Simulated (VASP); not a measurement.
Runs of VASP 6.6.1 on ScPb3Cl6. Symmetry: Fm-3m, No. 225, cubic system. The conventional cell has a = 10.656 Å, b = 10.656 Å, c = 10.656 Å, α = 90.00°, β = 90.00°, γ = 90.00°. Within 5.0 Å of Pb (site symmetry -43m) lie 12 Cl at 3.77 Å and 4 Pb at 4.61 Å and 4 Sc at 4.61 Å. Pb (site symmetry m-3m) has 6 Cl at 2.79 Å within 3.7 Å. Cl (site symmetry 4mm) has 1 Sc at 2.54 Å and 1 Pb at 2.79 Å within 3.3 Å. Within 3.3 Å of Sc (site symmetry m-3m) lie 6 Cl at 2.54 Å. 

```csv
level,potentials or basis,U,k mesh,smearing,gap on the mesh (eV),pressure (GPa),largest force (eV/Å)
PBE,"VASP PAW PBE potentials, release 64 (Pb_d, Cl, Sc_sv)",-,3 × 3 × 3,fermi-dirac 0.1312 eV,none,(b),0.49
PBE+U,"VASP PAW PBE potentials, release 64 (Pb_d, Cl, Sc_sv)",Sc d U = 8.0 eV,3 × 3 × 3,fermi-dirac 0.1312 eV,none,2.0,0.16
LDA,"VASP PAW LDA potentials, release 64 (Pb_d, Cl, Sc_sv)",-,3 × 3 × 3,fermi-dirac 0.1312 eV,none,-2.9,0.55
PBE,"VASP PAW PBE potentials, release 64 (Pb_d, Cl, Sc_sv)",-,"3 × 3 × 3, shifted",fermi-dirac 0.1312 eV,none,(a),0.49
PBE,"VASP PAW PBE potentials, release 64 (Pb_d, Cl, Sc_sv)",-,3 × 3 × 3,tetrahedron,none,0.5,0.50
```

Alike in all rows: task single point; no spin polarisation; cell as given; cutoff (eV) 520.

Task: Estimate the missing entries.

Result: (a) 0.6; (b) 0.7.

Caveats: spin-orbit coupling is left out, which moves the levels of the heavy elements; an odd number of electrons without spin polarisation forces a metal; a magnetic or distorted state may lie lower; U without spin polarisation on a metal has little footing (at least some runs); tetrahedron occupations give inexact forces and stress in metals (at least some runs).

A k mesh can miss the band edges, and the runs leave out spin-orbit coupling on Pb.

A gap of «none» marks levels without a gap at the run's occupations.
